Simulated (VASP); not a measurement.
Input of a VASP 6.6.1 run:

File POSCAR:

```
Cl
1.0
    3.1281876793     -1.9859713922      0.0000000000
    3.1281876793      1.9859713922      0.0000000000
    0.0000000000      0.0000000000      7.9207582278
Cl
4
Direct
    0.8804188760      0.1195811240      0.1058368649
    0.6195811240      0.3804188760      0.6058368649
    0.1195811240      0.8804188760      0.8941631351
    0.3804188760      0.6195811240      0.3941631351
```

File INCAR.step1:

```
SYSTEM = Cl
PREC     = Accurate       ! precision mode
ENCUT    = 520            ! plane-wave cutoff, eV
ISMEAR   = -1             ! smearing method
SIGMA    = 0.05           ! smearing width, eV
LREAL    = .False.        ! projectors in reciprocal space
LASPH    = .True.         ! aspherical terms in the spheres
NELM     = 60             ! most SCF steps
NBANDS   = 22             ! bands
GGA      = PE             ! functional
ALGO     = Normal         ! electronic algorithm
EDIFF    = 1E-4           ! SCF threshold, eV
LWAVE    = .True.         ! write WAVECAR
LCHARG   = .False.        ! write CHGCAR
```

File INCAR.step2:

```
SYSTEM = Cl
PREC     = Accurate       ! precision mode
ENCUT    = 520            ! plane-wave cutoff, eV
EDIFF    = 1E-6           ! SCF threshold, eV
ISMEAR   = -1             ! smearing method
SIGMA    = 0.05           ! smearing width, eV
LREAL    = .False.        ! projectors in reciprocal space
LASPH    = .True.         ! aspherical terms in the spheres
NELM     = 60             ! most SCF steps
ALGO     = Normal         ! electronic algorithm
ISIF     = 2              ! what is computed and relaxed
LWAVE    = .False.        ! write WAVECAR
LCHARG   = .False.        ! write CHGCAR
METAGGA  = R2SCAN         ! meta-GGA
LMIXTAU  = .True.       
NBANDS   = 22             ! bands
ISTART   = 1
```

KPOINTS

```
Automatic mesh
0
Gamma
  8 8 4
  0 0 0
```

Potentials or basis: VASP PAW PBE potentials, release 64 (Cl).

Run with:

```bash
$ cat potpaw_PBE.64/Cl/POTCAR > POTCAR
$ cp INCAR.step1 INCAR
$ mpirun -np 1 vasp_std > vasp.out
$ cp INCAR.step2 INCAR
$ mpirun -np 1 vasp_std > vasp.out
```

Estimate the pressure.

4.8 GPa.

What does it give for the band gap on the k mesh?

3.21 eV.

Stress tensor (GPa, compression positive):
```
0.75 0.00 0.00
0.00 3.99 0.00
0.00 0.00 9.59
```

Caveat: the stress differs along the axes, from 1 to 10 GPa; the PAW data sets were made with another functional, which shifts forces and pressure a little. A k mesh can miss the band edges.
